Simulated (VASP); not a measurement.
# MgS (F-43m) in VASP: a series of runs

Aim: see how the results for MgS move with the level of theory and the settings. Levels: LDA, PBE, r2SCAN. Tasks: single point.

Program: VASP 6.6.1. These are calculated values, not measurements. Logs are shortened: lines on timing, memory, paths and dates and some standing lists are left out, and cuts for length are marked.

### Step 1. The cell of the first run

Symmetry: F-43m, No. 216, cubic system. Conventional cell: a = 5.662 Å, b = 5.662 Å, c = 5.662 Å, α = 90.00°, β = 90.00°, γ = 90.00°. Within 3.2 Å of Mg (site symmetry -43m) lie 4 S at 2.45 Å. S (site symmetry -43m) has 4 Mg at 2.45 Å within 3.2 Å.

### Step 2. Single point, LDA

The input, INCAR:

```
SYSTEM = MgS
PREC = Accurate
ENCUT = 520
EDIFF = 1E-6
ISMEAR = 0
SIGMA = 0.01
LREAL = .FALSE.
LASPH = .TRUE.
NELM = 100
ALGO = Normal
ISIF = 2
LWAVE = .FALSE.
LCHARG = .FALSE.
NBANDS = 11
```

The input, KPOINTS:

```
Automatic mesh
0
G
  4 4 4
  0 0 0
```

The input, POSCAR:

```
MgS
1.0
    0.0000000000      2.8308747674      2.8308747674
    2.8308747674      0.0000000000      2.8308747674
    2.8308747674      2.8308747674      0.0000000000
Mg S
1 1
Direct
    0.0000000000      0.0000000000      0.0000000000
    0.7500000000      0.7500000000      0.7500000000
```

Potentials or basis: VASP PAW LDA potentials, release 64 (Mg, S).

The run is started by

```sh
$ cat potpaw_LDA.64/Mg/POTCAR potpaw_LDA.64/S/POTCAR > POTCAR
$ mpirun -np 1 vasp_std > vasp.out
```

OUTCAR:

```text
SYSTEM = MgS
   PREC = Accurate
   ENCUT = 520
   EDIFF = 1E-6
   ISMEAR = 0
   LREAL = .FALSE.
   LASPH = .TRUE.
   NELM = 100
   ISIF = 2

 ion  position               nearest neighbor table
   1  0.000  0.000  0.000-   2 2.45   2 2.45   2 2.45   2 2.45
   2  0.750  0.750  0.750-   1 2.45   1 2.45   1 2.45   1 2.45

  LATTYP: Found a face centered cubic cell.
 ALAT       =     5.6617495348

  Lattice vectors:

 A1 = (   0.0000000000,   2.8308747674,   2.8308747674)
 A2 = (   2.8308747674,   0.0000000000,   2.8308747674)
 A3 = (   2.8308747674,   2.8308747674,   0.0000000000)

Analysis of symmetry for initial positions (statically):
=====================================================================
 Subroutine PRICEL returns:
 Original cell was already a primitive cell.

 Routine SETGRP: Setting up the symmetry group for a
 face centered cubic supercell.

 Subroutine GETGRP returns: Found 24 space group operations
 (whereof 24 operations were pure point group operations)
 out of a pool of 48 trial point group operations.

The static configuration has the point symmetry T_d .

Analysis of symmetry for dynamics (positions and initial velocities):
=====================================================================
 Subroutine PRICEL returns:
 Original cell was already a primitive cell.

 Routine SETGRP: Setting up the symmetry group for a
 face centered cubic supercell.

 Subroutine GETGRP returns: Found 24 space group operations
 (whereof 24 operations were pure point group operations)
 out of a pool of 48 trial point group operations.

The dynamic configuration has the point symmetry T_d .

 Subroutine INISYM returns: Found 24 space group operations
 (whereof 24 operations are pure point group operations),
 and found     1 'primitive' translations

----------------------------------------------------------------------------------------

                                     Primitive cell

  volume of cell :      45.3724

  direct lattice vectors                    reciprocal lattice vectors
     0.000000000  2.830874767  2.830874767    -0.176623850  0.176623850  0.176623850
     2.830874767  0.000000000  2.830874767     0.176623850 -0.176623850  0.176623850
     2.830874767  2.830874767  0.000000000     0.176623850  0.176623850 -0.176623850

  length of vectors
     4.003461489  4.003461489  4.003461489     0.305921482  0.305921482  0.305921482

  position of ions in fractional coordinates (direct lattice)
     0.000000000  0.000000000  0.000000000
     0.750000000  0.750000000  0.750000000

  ion indices of the primitive-cell ions
   primitive index   ion index
                 1           1
                 2           2

----------------------------------------------------------------------------------------

 KPOINTS: Automatic mesh

Automatic generation of k-mesh.
 Grid dimensions read from file:
 generate k-points for:    4    4    4

 Generating k-lattice:

  Cartesian coordinates                     Fractional coordinates (reciprocal lattice)
    -0.044155962  0.044155962  0.044155962     0.250000000  0.000000000  0.000000000
     0.044155962 -0.044155962  0.044155962     0.000000000  0.250000000  0.000000000
     0.044155962  0.044155962 -0.044155962     0.000000000  0.000000000  0.250000000

  Length of vectors
     0.076480370  0.076480370  0.076480370

  Shift w.r.t. Gamma in fractional coordinates (k-lattice)
     0.000000000  0.000000000  0.000000000

 Subroutine IBZKPT returns following result:
 ===========================================

 Found      8 irreducible k-points:

 Following reciprocal coordinates:
            Coordinates               Weight
  0.000000  0.000000  0.000000      1.000000
  0.250000  0.000000  0.000000      8.000000
  0.500000  0.000000  0.000000      4.000000
  0.250000  0.250000  0.000000      6.000000
  0.500000  0.250000  0.000000     24.000000
 -0.250000  0.250000  0.000000     12.000000
  0.500000  0.500000  0.000000      3.000000
 -0.250000  0.500000  0.250000      6.000000
   k-points           NKPTS =      8   k-points in BZ     NKDIM =      8   number of bands    NBANDS=     11
   number of dos      NEDOS =    301   number of ions     NIONS =      2
   total plane-waves  NPLWV =  27000
   dimension x,y,z NGX =    30 NGY =   30 NGZ =   30
   dimension x,y,z NGXF=    60 NGYF=   60 NGZF=   60
   ions per type =               1   1
   NGX,Y,Z   is equivalent  to a cutoff of  12.46, 12.46, 12.46 a.u.
   NGXF,Y,Z  is equivalent  to a cutoff of  24.92, 24.92, 24.92 a.u.
 SYSTEM =  MgS
   PREC   = accura    normal or accurate (medium, high low for compatibility)
   ISTART =      0    job   : 0-new  1-cont  2-samecut
   ICHARG =      2    charge: 1-file 2-atom 10-const
   ISPIN  =      1    spin polarized calculation?
   LNONCOLLINEAR =      F non collinear calculations
   LSORBIT =      F    spin-orbit coupling
   LASPH  =      T    aspherical Exc in radial PAW
   ENCUT  =  520.0 eV  38.22 Ry    6.18 a.u.   7.44  7.44  7.44*2*pi/ulx,y,z
   NELM   =    100;   NELMIN=  2; NELMDL= -5     # of ELM steps
   EDIFF  = 0.1E-05   stopping-criterion for ELM
   LREAL  =      F    real-space projection
   EDIFFG = 0.1E-04   stopping-criterion for IOM
   NSW    =      0    number of steps for IOM
   IBRION =     -1    ionic relax: 0-MD 1-quasi-New 2-CG
   NFREE  =      0    steps in history (QN), initial steepest desc. (CG)
   ISIF   =      2    stress and relaxation
   ISYM   =      2    0-nonsym 1-usesym 2-fastsym
   POTIM  = 0.5000    time-step for ionic-motion
   TEBEG  =    0.0;   TEEND  =   0.0 temperature during run
   PSTRESS=    0.0 pullay stress
   NELECT =       8.0000    total number of electrons
   NUPDOWN=      -1.0000    fix difference up-down
   EMIN   =  10.00;   EMAX   =-10.00  energy-range for DOS
   EFERMI =   0.00;   METHOD = LEGACY
   ISMEAR =     0;   SIGMA  =   0.01  broadening in eV -4-tet -1-fermi 0-gaus
   EFERMI_NEDOS =   21; number of points for ismear=-14 and -15
   IALGO  =     38    algorithm
   IMIX   =      4    mixing-type and parameters
     AMIX     =   0.40;   BMIX     =  1.00
     AMIX_MAG =   1.60;   BMIX_MAG =  1.00
  volume/ion in A,a.u.               =      22.69       153.09
  Fermi-wavevector in a.u.,A,eV,Ry     =   0.917996  1.734761 11.465859  0.842717
  Thomas-Fermi vector in A             =   2.043028
   LORBIT       =      0    0 simple, 1 ext, 2 COOP (PROOUT), +10 PAW based schemes
   GGA     = CA    functional components
   LHFCALC =     F    Hartree Fock is set to
   AEXX    =    0.0000 exact exchange contribution
   IVDW    =     0    specifies the selected vdW correction
   LEPSILON=     F    determine dielectric tensor
   LRPA    =     F    only Hartree local field effects (RPA)
 non-spin polarized calculation
 Gauss-broadening in eV      SIGMA  =   0.01
  energy-cutoff  :      520.00
  volume of cell :       45.37
 maximum number of plane-waves:      1243
 NGX is ok and might be reduce to    30
   NGX = 15   NGY = 15   NGZ = 15

 number of electron       8.0000001 magnetization

 Free energy of the ion-electron system (eV)
  ---------------------------------------------------
  ext. energy  EPLUGINS =         0.00000000
  ---------------------------------------------------
  free energy    TOTEN  =        -9.36296636 eV

  energy without entropy =       -9.36296636  energy(sigma->0) =       -9.36296636

 E-fermi :   0.9988     XC(G=0):  -8.7584

 val. band max:        0.9078022707   @ k =   0.0000   0.0000   0.0000
 cond. band min:       4.0945065140   @ k =   0.0000   0.0000   0.0000
 fundamental gap:      3.1867042433
 Fermi energy:         0.9987863267

 k-point     1 :       0.0000    0.0000    0.0000
  band No.  band energies     occupation
      1     -10.3300      2.00000
      2       0.9078      2.00000
      3       0.9078      2.00000
      4       0.9078      2.00000
      5       4.0945      0.00000
      6       8.6648      0.00000
      7       8.6648      0.00000
      8       8.6648      0.00000
      9      11.6412      0.00000
     10      11.6412      0.00000
     11      14.2500      0.00000

 k-point     2 :       0.2500    0.0000    0.0000
  band No.  band energies     occupation
      1     -10.0074      2.00000
      2      -1.0088      2.00000
      3       0.7296      2.00000
      4       0.7296      2.00000
      5       5.6330      0.00000
      6       8.4905      0.00000
      7       8.8826      0.00000
      8       8.8826      0.00000
      9      11.1887      0.00000
     10      11.1887      0.00000
     11      12.8590      0.00000

 k-point     3 :       0.5000    0.0000    0.0000
  band No.  band energies     occupation
      1      -9.6268      2.00000
      2      -2.3103      2.00000
      3       0.5729      2.00000
      4       0.5729      2.00000
      5       5.7677      0.00000
      6       8.3579      0.00000
      7       8.3579      0.00000
      8       9.2721      0.00000
      9      13.4600      0.00000
     10      14.0241      0.00000
     11      14.0241      0.00000

 k-point     4 :       0.2500    0.2500    0.0000
  band No.  band energies     occupation
      1      -9.9013      2.00000
      2      -0.8984      2.00000
      3       0.3226      2.00000
      4       0.3226      2.00000
      5       5.8461      0.00000
      6       7.2063      0.00000
      7       9.1093      0.00000
      8      10.1976      0.00000
      9      10.1976      0.00000
     10      12.6931      0.00000
     11      16.1649      0.00000

 k-point     5 :       0.5000    0.2500    0.0000
  band No.  band energies     occupation
      1      -9.5202      2.00000
      2      -1.8159      2.00000
      3      -0.4535      2.00000
      4       0.1772      2.00000
      5       5.8937      0.00000
      6       7.6916      0.00000
      7       9.2022      0.00000
      8      10.0330      0.00000
      9      12.2785      0.00000
     10      14.1743      0.00000
     11      15.3263      0.00000

 k-point     6 :      -0.2500    0.2500    0.0000
  band No.  band energies     occupation
      1      -9.6462      2.00000
      2      -1.5898      2.00000
      3      -0.5334      2.00000
      4       0.5516      2.00000
      5       7.0597      0.00000
      6       7.5187      0.00000
      7       8.6785      0.00000
      8       9.4461      0.00000
      9      10.7616      0.00000
     10      13.9054      0.00000
     11      15.0158      0.00000

 k-point     7 :       0.5000    0.5000    0.0000
  band No.  band energies     occupation
      1      -9.3999      2.00000
      2      -1.9822      2.00000
      3      -0.1525      2.00000
      4      -0.1525      2.00000
      5       4.5544      0.00000
      6       6.3281      0.00000
      7      11.7907      0.00000
      8      12.9065      0.00000
      9      12.9065      0.00000
     10      14.7414      0.00000
     11      14.7416      0.00000

 k-point     8 :      -0.2500    0.5000    0.2500
  band No.  band energies     occupation
      1      -9.3906      2.00000
      2      -1.4553      2.00000
      3      -0.9808      2.00000
      4      -0.4667      2.00000
      5       6.2446      0.00000
      6       8.6401      0.00000
      7       8.8983      0.00000
      8       9.2156      0.00000
      9      13.2402      0.00000
     10      14.4365      0.00000
     11      14.7027      0.00000

------------------------ aborting loop because EDIFF is reached ----------------------------------------

  FORCE on cell =-STRESS in cart. coord.  units (eV):
  Direction    XX          YY          ZZ          XY          YZ          ZX
  --------------------------------------------------------------------------------------
  -------------------------------------------------------------------------------------
  Total       -0.6537218     -0.6537218     -0.6537218      0.0000000      0.0000000     -0.0000000
  in kB      -23.0840271    -23.0840271    -23.0840271      0.0000000      0.0000000     -0.0000000
  external PRESSURE =     -23.0840271 kB  Pullay stress =       0.0000000 kB

 VOLUME and BASIS-vectors are now :
 -----------------------------------------------------------------------------
  energy-cutoff  :      520.00
  volume of cell :       45.37
      direct lattice vectors                 reciprocal lattice vectors
     0.000000000  2.830874767  2.830874767    -0.176623850  0.176623850  0.176623850
     2.830874767  0.000000000  2.830874767     0.176623850 -0.176623850  0.176623850
     2.830874767  2.830874767  0.000000000     0.176623850  0.176623850 -0.176623850

 POSITION                                       TOTAL-FORCE (eV/Angst)
 -----------------------------------------------------------------------------------
      0.00000      0.00000      0.00000         0.000000      0.000000      0.000000
      4.24631      4.24631      4.24631        -0.000000     -0.000000     -0.000000
 -----------------------------------------------------------------------------------
    total drift:                               -0.000000     -0.000000     -0.000000

  FREE ENERGIE OF THE ION-ELECTRON SYSTEM (eV)
  ---------------------------------------------------
  free  energy   TOTEN  =        -9.3629663559 eV

  energy  without entropy=       -9.3629663559  energy(sigma->0) =       -9.36296636
```

It took 2.4 s on 1 thread of Intel Xeon 6975P-C (Granite Rapids), shared host; peak memory 0.14 GiB.

What came out:

```
Free energy            : -9.3630 eV
Pressure               : -2.3 GPa
Band gap on the k mesh : 3.19 eV, direct
```

Levels at points of the mesh, in eV from the valence-band top:
| k point | band 1 | band 2 | band 3 | band 4 | band 5 | band 6 | band 7 | band 8 |
| --- | --- | --- | --- | --- | --- | --- | --- | --- |
| (0.00, 0.00, 0.00) | -11.24 | 0.00 | 0.00 | 0.00 | 3.19 | 7.76 | 7.76 | 7.76 |
| (0.50, 0.00, 0.00) | -10.53 | -3.22 | -0.33 | -0.33 | 4.86 | 7.45 | 7.45 | 8.36 |
| (0.50, 0.50, 0.00) | -10.31 | -2.89 | -1.06 | -1.06 | 3.65 | 5.42 | 10.88 | 12.00 |

Caveat: the k points lie up to 0.48 Å⁻¹ apart. A k mesh can miss the band edges.

### Step 3. Single point, PBE

The input, INCAR:

```
SYSTEM = MgS
  PREC = Accurate
  ENCUT = 520
  EDIFF = 1E-7
  ISMEAR = 0
  SIGMA = 0.01
  LREAL = .False.
  LASPH = .True.
  NELM = 60
  ALGO = Normal
  ISIF = 2
  LWAVE = .False.
  LCHARG = .True.
  GGA = PE
  LELF = .True.
  LVHAR = .True.
  NBANDS = 11
```

The input, KPOINTS:

```
Automatic mesh
0
Gamma
  4 4 4
  0 0 0
```

POSCAR is that of step 2.

Potentials or basis: VASP PAW PBE potentials, release 64 (Mg, S).

The run is started by

```sh
$ cat potpaw_PBE.64/Mg/POTCAR potpaw_PBE.64/S/POTCAR > POTCAR
$ mpirun -np 1 vasp_std > vasp.out
```

It took 3.7 s on 1 thread of Intel Xeon 6975P-C (Granite Rapids), shared host; peak memory 0.16 GiB.

It converged, with:

| Quantity | Value |
| --- | --- |
| Free energy | -8.4562 eV |
| Pressure | 1.0 GPa |
| Band gap on the k mesh | 3.45 eV, direct |

Levels at points of the mesh, in eV from the valence-band top:
| k point | band 1 | band 2 | band 3 | band 4 | band 5 | band 6 | band 7 | band 8 | band 9 |
| --- | --- | --- | --- | --- | --- | --- | --- | --- | --- |
| (0.00, 0.00, 0.00) | -11.27 | 0.00 | 0.00 | 0.00 | 3.45 | 7.94 | 7.94 | 7.94 | 10.82 |
| (0.50, 0.00, 0.00) | -10.58 | -3.13 | -0.33 | -0.33 | 5.11 | 7.63 | 7.63 | 8.60 | 12.88 |
| (0.50, 0.50, 0.00) | -10.36 | -2.81 | -1.03 | -1.03 | 3.88 | 5.64 | 11.16 | 12.29 | 12.29 |

Caveat: the k points lie up to 0.48 Å⁻¹ apart.

### Step 4. Single point, r2SCAN

POSCAR is that of step 3.

The input, INCAR.step1:

```
SYSTEM = MgS
ALGO = Normal
EDIFF = 1E-4
ENCUT = 520
GGA = PE
ISMEAR = 0
LASPH = .TRUE.
LCHARG = .FALSE.
LREAL = .FALSE.
LWAVE = .TRUE.
NBANDS = 11
NELM = 80
PREC = Accurate
SIGMA = 0.01
```

The input, INCAR.step2:

```
SYSTEM = MgS
ALGO = Normal
EDIFF = 1E-6
ENCUT = 520
ISIF = 2
ISMEAR = 0
ISTART = 1
LASPH = .TRUE.
LCHARG = .FALSE.
LMIXTAU = .TRUE.
LREAL = .FALSE.
LWAVE = .FALSE.
METAGGA = R2SCAN
NBANDS = 11
NELM = 80
PREC = Accurate
SIGMA = 0.01
```

The input, KPOINTS:

```
k-points
0
G
  4 4 4
  0 0 0
```

The run is started by

```sh
$ cat potpaw_PBE.64/Mg/POTCAR potpaw_PBE.64/S/POTCAR > POTCAR
$ cp INCAR.step1 INCAR
$ mpirun -np 1 vasp_std > vasp.out
$ cp INCAR.step2 INCAR
$ mpirun -np 1 vasp_std > vasp.out
```

Wall time 16 s (1 thread of Intel Xeon 6975P-C (Granite Rapids), shared host); peak memory 0.17 GiB.

It converged, with:

| Item | Value |
| --- | --- |
| Free energy | -15.4386 eV |
| Pressure | -0.2 GPa |
| Band gap on the k mesh | 4.12 eV, direct |

Levels at points of the mesh, in eV from the valence-band top:
```csv
k point,band 2,band 3,band 4,band 5,band 6,band 7
"(0.00, 0.00, 0.00)",0.00,0.00,0.00,4.12,8.59,8.59
"(0.50, 0.00, 0.00)",-3.15,-0.33,-0.33,5.79,8.21,8.21
"(0.50, 0.50, 0.00)",-2.82,-1.05,-1.05,4.31,6.25,12.13
```

Caveat: the k points lie up to 0.48 Å⁻¹ apart; the PAW data sets were made with another functional, which shifts forces and pressure a little.

### Step 5. Single point, r2SCAN

POSCAR is that of step 4.

The input, INCAR.step1:

```
ALGO = Normal ; EDIFF = 1E-4
ENCUT = 520 ; GGA = PE
ISMEAR = 0 ; LASPH = True
LCHARG = False ; LREAL = False
LWAVE = True ; NBANDS = 11
NELM = 60 ; PREC = Accurate
SIGMA = 0.01
```

The input, INCAR.step2:

```
ALGO = Normal ; EDIFF = 1E-7
ENCUT = 520 ; ISIF = 2
ISMEAR = 0 ; ISTART = 1
LASPH = True ; LCHARG = False
LMIXTAU = True ; LREAL = False
LWAVE = False ; METAGGA = R2SCAN
NBANDS = 11 ; NELM = 60
PREC = Accurate ; SIGMA = 0.01
```

The input, KPOINTS:

```
k-points
0
Gamma
  4 4 4
```

The run is started by

```sh
$ cat potpaw_PBE.64/Mg/POTCAR potpaw_PBE.64/S/POTCAR > POTCAR
$ cp INCAR.step1 INCAR
$ mpirun -np 1 vasp_std > vasp.out
$ cp INCAR.step2 INCAR
$ mpirun -np 1 vasp_std > vasp.out
```

It took 15 s on 1 thread of Intel Xeon 6975P-C (Granite Rapids), shared host; peak memory 0.17 GiB.

The run converged. Its results:

* Free energy: -15.4386 eV
* Pressure: -0.2 GPa
* Band gap on the k mesh: 4.12 eV, direct

Levels at points of the mesh, in eV from the valence-band top:
| k point | band 1 | band 2 | band 3 | band 4 | band 5 | band 6 | band 7 | band 8 | band 9 |
| --- | --- | --- | --- | --- | --- | --- | --- | --- | --- |
| (0.00, 0.00, 0.00) | -11.74 | 0.00 | 0.00 | 0.00 | 4.12 | 8.59 | 8.59 | 8.59 | 11.45 |
| (0.50, 0.00, 0.00) | -11.04 | -3.15 | -0.33 | -0.33 | 5.79 | 8.21 | 8.21 | 9.26 | 13.82 |
| (0.50, 0.50, 0.00) | -10.81 | -2.82 | -1.05 | -1.05 | 4.31 | 6.25 | 12.13 | 13.27 | 13.27 |

Caveat: the k points lie up to 0.48 Å⁻¹ apart; the PAW data sets were made with another functional, which shifts forces and pressure a little.

### Step 6. Overview

| level | potentials or basis | gap on the mesh (eV) | pressure (GPa) |
| --- | --- | --- | --- |
| LDA | VASP PAW LDA potentials, release 64 (Mg, S) | 3.19 | -2.3 |
| PBE | VASP PAW PBE potentials, release 64 (Mg, S) | 3.45 | 1.0 |
| r2SCAN | VASP PAW PBE potentials, release 64 (Mg, S) | 4.12 | -0.2 |

Alike in all rows: task single point; no spin polarisation; cell as given; k mesh 4 × 4 × 4; cutoff (eV) 520; smearing gaussian 0.01 eV.

Caveats: all runs use coarse meshes; the PAW data sets were made with another functional, which shifts forces and pressure a little (some runs).

Absolute energies hang on the potentials; compare differences alone.
